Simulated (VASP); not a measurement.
# Mg2Si (Fm-3m) in VASP: single point with r2SCAN

Aim: the single point of Mg2Si with r2SCAN.

Everything below comes from runs of VASP 6.6.1. Logs are shortened: lines on timing, memory, paths and dates and some standing lists are left out, and cuts for length are marked.

## 1. The cell of the first run

Symmetry: Fm-3m, No. 225, cubic system. The conventional cell has a = 6.462 Å, b = 6.462 Å, c = 6.462 Å, α = 90.00°, β = 90.00°, γ = 90.00°. Within 3.7 Å of Mg (site symmetry -43m) lie 4 Si at 2.80 Å and 6 Mg at 3.23 Å. Si (site symmetry m-3m) has 8 Mg at 2.80 Å within 3.7 Å.

## 2. Single point, r2SCAN (22.49 Å³/atom)

Contents of POSCAR:

```
Mg2Si
1.0
    0.0000000000      3.2311230064      3.2311230064
    3.2311230064      0.0000000000      3.2311230064
    3.2311230064      3.2311230064      0.0000000000
Mg Si
2 1
Direct
    0.2500000000      0.2500000000      0.2500000000
    0.7500000000      0.7500000000      0.7500000000
    0.0000000000      0.0000000000      0.0000000000
```

Contents of INCAR.step1:

```
SYSTEM = Mg2Si
ALGO = Normal
EDIFF = 1E-5
ENCUT = 920
GGA = PE
GGA_COMPAT = .False.
ISMEAR = 0
LASPH = .True.
LCHARG = .False.
LREAL = .False.
LWAVE = .True.
NBANDS = 19
NELM = 120
PREC = Accurate
SIGMA = 0.01
```

Contents of INCAR.step2:

```
SYSTEM = Mg2Si
ALGO = Normal
EDIFF = 1E-6
ENCUT = 920
GGA_COMPAT = .False.
ISIF = 2
ISMEAR = 0
ISTART = 1
LASPH = .True.
LCHARG = .False.
LMIXTAU = .True.
LREAL = .False.
LWAVE = .False.
METAGGA = R2SCAN
NBANDS = 19
NELM = 120
PREC = Accurate
SIGMA = 0.01
```

Contents of KPOINTS:

```
k-points
0
Gamma
  6 6 6
  0 0 0
```

Potentials or basis: VASP PAW PBE potentials, release 64 (Mg_sv, Si).

On the command line:

```sh
cat potpaw_PBE.64/Mg_sv/POTCAR potpaw_PBE.64/Si/POTCAR > POTCAR
cp INCAR.step1 INCAR
mpirun -np 1 vasp_std > vasp.out
cp INCAR.step2 INCAR
mpirun -np 1 vasp_std > vasp.out
```

OUTCAR:

```text
SYSTEM = Mg2Si
   EDIFF = 1E-6
   ENCUT = 920
   ISIF = 2
   ISMEAR = 0
   ISTART = 1
   LASPH = .True.
   LREAL = .False.
   METAGGA = R2SCAN
   NELM = 120
   PREC = Accurate

 ion  position               nearest neighbor table
   1  0.250  0.250  0.250-
   2  0.750  0.750  0.750-
   3  0.000  0.000  0.000-

  LATTYP: Found a face centered cubic cell.
 ALAT       =     6.4622460128

  Lattice vectors:

 A1 = (   0.0000000000,   3.2311230064,   3.2311230064)
 A2 = (   3.2311230064,   0.0000000000,   3.2311230064)
 A3 = (   3.2311230064,   3.2311230064,   0.0000000000)

Analysis of symmetry for initial positions (statically):
=====================================================================
 Subroutine PRICEL returns:
 Original cell was already a primitive cell.

 Routine SETGRP: Setting up the symmetry group for a
 face centered cubic supercell.

 Subroutine GETGRP returns: Found 48 space group operations
 (whereof 48 operations were pure point group operations)
 out of a pool of 48 trial point group operations.

The static configuration has the point symmetry O_h .

Analysis of symmetry for dynamics (positions and initial velocities):
=====================================================================
 Subroutine PRICEL returns:
 Original cell was already a primitive cell.

 Routine SETGRP: Setting up the symmetry group for a
 face centered cubic supercell.

 Subroutine GETGRP returns: Found 48 space group operations
 (whereof 48 operations were pure point group operations)
 out of a pool of 48 trial point group operations.

The dynamic configuration has the point symmetry O_h .

 Subroutine INISYM returns: Found 48 space group operations
 (whereof 48 operations are pure point group operations),
 and found     1 'primitive' translations

----------------------------------------------------------------------------------------

                                     Primitive cell

  volume of cell :      67.4669

  direct lattice vectors                    reciprocal lattice vectors
     0.000000000  3.231123006  3.231123006    -0.154744960  0.154744960  0.154744960
     3.231123006  0.000000000  3.231123006     0.154744960 -0.154744960  0.154744960
     3.231123006  3.231123006  0.000000000     0.154744960  0.154744960 -0.154744960

  length of vectors
     4.569497977  4.569497977  4.569497977     0.268026133  0.268026133  0.268026133

  position of ions in fractional coordinates (direct lattice)
     0.250000000  0.250000000  0.250000000
     0.750000000  0.750000000  0.750000000
     0.000000000  0.000000000  0.000000000

  ion indices of the primitive-cell ions
   primitive index   ion index
                 1           1
                 2           2
                 3           3

----------------------------------------------------------------------------------------

 KPOINTS: k-points

Automatic generation of k-mesh.
 Grid dimensions read from file:
 generate k-points for:    6    6    6

 Generating k-lattice:

  Cartesian coordinates                     Fractional coordinates (reciprocal lattice)
    -0.025790827  0.025790827  0.025790827     0.166666667  0.000000000  0.000000000
     0.025790827 -0.025790827  0.025790827     0.000000000  0.166666667  0.000000000
     0.025790827  0.025790827 -0.025790827     0.000000000  0.000000000  0.166666667

  Length of vectors
     0.044671022  0.044671022  0.044671022

  Shift w.r.t. Gamma in fractional coordinates (k-lattice)
     0.000000000  0.000000000  0.000000000

 Subroutine IBZKPT returns following result:
 ===========================================

 Found     16 irreducible k-points:

 Following reciprocal coordinates:
            Coordinates               Weight
  0.000000  0.000000  0.000000      1.000000
  0.166667  0.000000  0.000000      8.000000
  0.333333  0.000000  0.000000      8.000000
  0.500000  0.000000  0.000000      4.000000
  0.166667  0.166667  0.000000      6.000000
  0.333333  0.166667  0.000000     24.000000
[... 8 lines left out ...]
 -0.333333  0.333333  0.166667     24.000000
 -0.333333  0.500000  0.166667     12.000000
   k-points           NKPTS =     16   k-points in BZ     NKDIM =     16   number of bands    NBANDS=     19
   number of dos      NEDOS =    301   number of ions     NIONS =      3
   total plane-waves  NPLWV = 110592
   dimension x,y,z NGX =    48 NGY =   48 NGZ =   48
   dimension x,y,z NGXF=    96 NGYF=   96 NGZF=   96
   ions per type =               2   1
   NGX,Y,Z   is equivalent  to a cutoff of  17.46, 17.46, 17.46 a.u.
   NGXF,Y,Z  is equivalent  to a cutoff of  34.93, 34.93, 34.93 a.u.
 SYSTEM =  Mg2Si
   PREC   = accura    normal or accurate (medium, high low for compatibility)
   ISTART =      1    job   : 0-new  1-cont  2-samecut
   ICHARG =      0    charge: 1-file 2-atom 10-const
   ISPIN  =      1    spin polarized calculation?
   LNONCOLLINEAR =      F non collinear calculations
   LSORBIT =      F    spin-orbit coupling
   LASPH  =      T    aspherical Exc in radial PAW
   ENCUT  =  920.0 eV  67.62 Ry    8.22 a.u.  11.30 11.30 11.30*2*pi/ulx,y,z
   NELM   =    120;   NELMIN=  2; NELMDL=  0     # of ELM steps
   EDIFF  = 0.1E-05   stopping-criterion for ELM
   LREAL  =      F    real-space projection
   EDIFFG = 0.1E-04   stopping-criterion for IOM
   NSW    =      0    number of steps for IOM
   IBRION =     -1    ionic relax: 0-MD 1-quasi-New 2-CG
   NFREE  =      0    steps in history (QN), initial steepest desc. (CG)
   ISIF   =      2    stress and relaxation
   ISYM   =      2    0-nonsym 1-usesym 2-fastsym
   POTIM  = 0.5000    time-step for ionic-motion
   TEBEG  =    0.0;   TEEND  =   0.0 temperature during run
   PSTRESS=    0.0 pullay stress
   NELECT =      24.0000    total number of electrons
   NUPDOWN=      -1.0000    fix difference up-down
   EMIN   =  10.00;   EMAX   =-10.00  energy-range for DOS
   EFERMI =   0.00;   METHOD = LEGACY
   ISMEAR =     0;   SIGMA  =   0.01  broadening in eV -4-tet -1-fermi 0-gaus
   EFERMI_NEDOS =   21; number of points for ismear=-14 and -15
   IALGO  =     38    algorithm
   IMIX   =      4    mixing-type and parameters
     AMIX     =   0.40;   BMIX     =  1.00
     AMIX_MAG =   1.60;   BMIX_MAG =  1.00
  volume/ion in A,a.u.               =      22.49       151.76
  Fermi-wavevector in a.u.,A,eV,Ry     =   1.159974  2.192034 18.307193  1.345541
  Thomas-Fermi vector in A             =   2.296562
   LORBIT       =      0    0 simple, 1 ext, 2 COOP (PROOUT), +10 PAW based schemes
   METAGGA = R2SCAN    functional components
   LHFCALC =     F    Hartree Fock is set to
   AEXX    =    0.0000 exact exchange contribution
   IVDW    =     0    specifies the selected vdW correction
   LEPSILON=     F    determine dielectric tensor
   LRPA    =     F    only Hartree local field effects (RPA)
 non-spin polarized calculation
 Gauss-broadening in eV      SIGMA  =   0.01
  energy-cutoff  :      920.00
  volume of cell :       67.47
 maximum number of plane-waves:      4314
 NGX is ok and might be reduce to    48
   NGX = 23   NGY = 23   NGZ = 23

 number of electron      23.9999986 magnetization

 Free energy of the ion-electron system (eV)
  ---------------------------------------------------
  ext. energy  EPLUGINS =         0.00000000
  ---------------------------------------------------
  free energy    TOTEN  =       -17.69147452 eV

  energy without entropy =      -17.69147452  energy(sigma->0) =      -17.69147452

 E-fermi :   3.1967     XC(G=0):  -9.2505

 val. band max:        3.0707002828   @ k =   0.0000   0.0000   0.0000
 cond. band min:       3.5732118099   @ k =   0.5000   0.5000   0.0000
 fundamental gap:      0.5025115272
 Fermi energy:         3.1967086633

 k-point     1 :       0.0000    0.0000    0.0000
  band No.  band energies     occupation
      1     -75.9515      2.00000
      2     -75.9493      2.00000
      3     -41.0633      2.00000
      4     -41.0633      2.00000
      5     -41.0633      2.00000
      6     -41.0510      2.00000
[... 11 lines left out ...]
     18       8.9635      0.00000
     19      10.1599      0.00000

 k-point     2 :       0.1667    0.0000    0.0000
  band No.  band energies     occupation
      1     -75.9514      2.00000
      2     -75.9495      2.00000
      3     -41.0625      2.00000
      4     -41.0625      2.00000
      5     -41.0625      2.00000
      6     -41.0519      2.00000
[... 11 lines left out ...]
     18       8.2584      0.00000
     19      10.1346      0.00000

 k-point     3 :       0.3333    0.0000    0.0000
  band No.  band energies     occupation
      1     -75.9510      2.00000
      2     -75.9498      2.00000
      3     -41.0605      2.00000
      4     -41.0602      2.00000
      5     -41.0602      2.00000
      6     -41.0543      2.00000
[... 11 lines left out ...]
     18       9.1587      0.00000
     19      10.0778      0.00000

 k-point     4 :       0.5000    0.0000    0.0000
  band No.  band energies     occupation
      1     -75.9505      2.00000
      2     -75.9505      2.00000
      3     -41.0577      2.00000
      4     -41.0573      2.00000
      5     -41.0573      2.00000
      6     -41.0573      2.00000
[... 11 lines left out ...]
     18      11.4187      0.00000
     19      11.6898      0.00000

 k-point     5 :       0.1667    0.1667    0.0000
  band No.  band energies     occupation
      1     -75.9514      2.00000
      2     -75.9494      2.00000
      3     -41.0637      2.00000
      4     -41.0637      2.00000
      5     -41.0596      2.00000
      6     -41.0549      2.00000
[... 11 lines left out ...]
     18       9.3803      0.00000
     19      11.5964      0.00000

 k-point     6 :       0.3333    0.1667    0.0000
  band No.  band energies     occupation
      1     -75.9511      2.00000
      2     -75.9497      2.00000
      3     -41.0632      2.00000
      4     -41.0631      2.00000
      5     -41.0585      2.00000
      6     -41.0561      2.00000
[... 11 lines left out ...]
     18      10.0518      0.00000
     19      10.9805      0.00000

 k-point     7 :       0.5000    0.1667    0.0000
  band No.  band energies     occupation
      1     -75.9507      2.00000
      2     -75.9502      2.00000
      3     -41.0618      2.00000
      4     -41.0611      2.00000
      5     -41.0610      2.00000
      6     -41.0536      2.00000
[... 11 lines left out ...]
     18      11.2566      0.00000
     19      11.9794      0.00000

 k-point     8 :      -0.3333    0.1667    0.0000
  band No.  band energies     occupation
      1     -75.9508      2.00000
      2     -75.9501      2.00000
      3     -41.0638      2.00000
      4     -41.0580      2.00000
      5     -41.0578      2.00000
      6     -41.0568      2.00000
[... 11 lines left out ...]
     18      10.8310      0.00000
     19      11.3536      0.00000

 k-point     9 :      -0.1667    0.1667    0.0000
  band No.  band energies     occupation
      1     -75.9512      2.00000
      2     -75.9497      2.00000
      3     -41.0640      2.00000
      4     -41.0600      2.00000
      5     -41.0599      2.00000
      6     -41.0546      2.00000
[... 11 lines left out ...]
     18      10.1844      0.00000
     19      11.4832      0.00000

 k-point    10 :       0.3333    0.3333    0.0000
  band No.  band energies     occupation
      1     -75.9510      2.00000
      2     -75.9498      2.00000
      3     -41.0644      2.00000
      4     -41.0644      2.00000
      5     -41.0626      2.00000
      6     -41.0522      2.00000
[... 11 lines left out ...]
     18      10.6279      0.00000
     19      13.4588      0.00000

 k-point    11 :       0.5000    0.3333    0.0000
  band No.  band energies     occupation
      1     -75.9508      2.00000
      2     -75.9501      2.00000
      3     -41.0652      2.00000
      4     -41.0638      2.00000
      5     -41.0638      2.00000
      6     -41.0508      2.00000
[... 11 lines left out ...]
     18      11.4543      0.00000
     19      12.7762      0.00000

 k-point    12 :      -0.3333    0.3333    0.0000
  band No.  band energies     occupation
      1     -75.9504      2.00000
      2     -75.9504      2.00000
      3     -41.0656      2.00000
      4     -41.0615      2.00000
      5     -41.0614      2.00000
      6     -41.0533      2.00000
[... 11 lines left out ...]
     18       9.2565      0.00000
     19      13.6672      0.00000

 k-point    13 :       0.5000    0.5000    0.0000
  band No.  band energies     occupation
      1     -75.9507      2.00000
      2     -75.9501      2.00000
      3     -41.0664      2.00000
      4     -41.0648      2.00000
      5     -41.0648      2.00000
      6     -41.0498      2.00000
[... 11 lines left out ...]
     18      11.8362      0.00000
     19      12.2939      0.00000

 k-point    14 :       0.5000    0.3333    0.1667
  band No.  band energies     occupation
      1     -75.9508      2.00000
      2     -75.9500      2.00000
      3     -41.0648      2.00000
      4     -41.0622      2.00000
      5     -41.0607      2.00000
      6     -41.0539      2.00000
[... 11 lines left out ...]
     18      11.2319      0.00000
     19      12.9924      0.00000

 k-point    15 :      -0.3333    0.3333    0.1667
  band No.  band energies     occupation
      1     -75.9504      2.00000
      2     -75.9504      2.00000
      3     -41.0646      2.00000
      4     -41.0644      2.00000
      5     -41.0573      2.00000
      6     -41.0573      2.00000
[... 11 lines left out ...]
     18      11.5849      0.00000
     19      12.4919      0.00000

 k-point    16 :      -0.3333    0.5000    0.1667
  band No.  band energies     occupation
      1     -75.9506      2.00000
      2     -75.9502      2.00000
      3     -41.0660      2.00000
      4     -41.0652      2.00000
      5     -41.0610      2.00000
      6     -41.0535      2.00000
[... 11 lines left out ...]
     18      11.8780      0.00000
     19      12.1907      0.00000

------------------------ aborting loop because EDIFF is reached ----------------------------------------

  FORCE on cell =-STRESS in cart. coord.  units (eV):
  Direction    XX          YY          ZZ          XY          YZ          ZX
  --------------------------------------------------------------------------------------
  -------------------------------------------------------------------------------------
  Total       -1.2566289     -1.2566289     -1.2566289     -0.0000000      0.0000000     -0.0000000
  in kB      -29.8419463    -29.8419463    -29.8419463     -0.0000000      0.0000000     -0.0000000
  external PRESSURE =     -29.8419463 kB  Pullay stress =       0.0000000 kB

 VOLUME and BASIS-vectors are now :
 -----------------------------------------------------------------------------
  energy-cutoff  :      920.00
  volume of cell :       67.47
      direct lattice vectors                 reciprocal lattice vectors
     0.000000000  3.231123006  3.231123006    -0.154744960  0.154744960  0.154744960
     3.231123006  0.000000000  3.231123006     0.154744960 -0.154744960  0.154744960
     3.231123006  3.231123006  0.000000000     0.154744960  0.154744960 -0.154744960

 POSITION                                       TOTAL-FORCE (eV/Angst)
 -----------------------------------------------------------------------------------
      1.61556      1.61556      1.61556        -0.000000     -0.000000      0.000000
      4.84668      4.84668      4.84668         0.000000      0.000000     -0.000000
      0.00000      0.00000      0.00000         0.000000      0.000000     -0.000000
 -----------------------------------------------------------------------------------
    total drift:                               -0.000000     -0.000000      0.000000

  FREE ENERGIE OF THE ION-ELECTRON SYSTEM (eV)
  ---------------------------------------------------
  free  energy   TOTEN  =       -17.6914745155 eV

  energy  without entropy=      -17.6914745155  energy(sigma->0) =      -17.69147452
```

Wall time 2.4 min (1 thread of Intel Xeon Platinum 8375C at 2.90GHz (Ice Lake), shared host); peak memory 0.37 GiB.

Results:

```
Free energy            : -17.6915 eV
Pressure               : -3.0 GPa
Band gap on the k mesh : 0.50 eV (least direct gap 2.14 eV)
```

Caveat: semilocal functionals underestimate gaps, and a narrow one can read as zero; the PAW data sets were made with another functional, which shifts forces and pressure a little. A k mesh can miss the band edges.
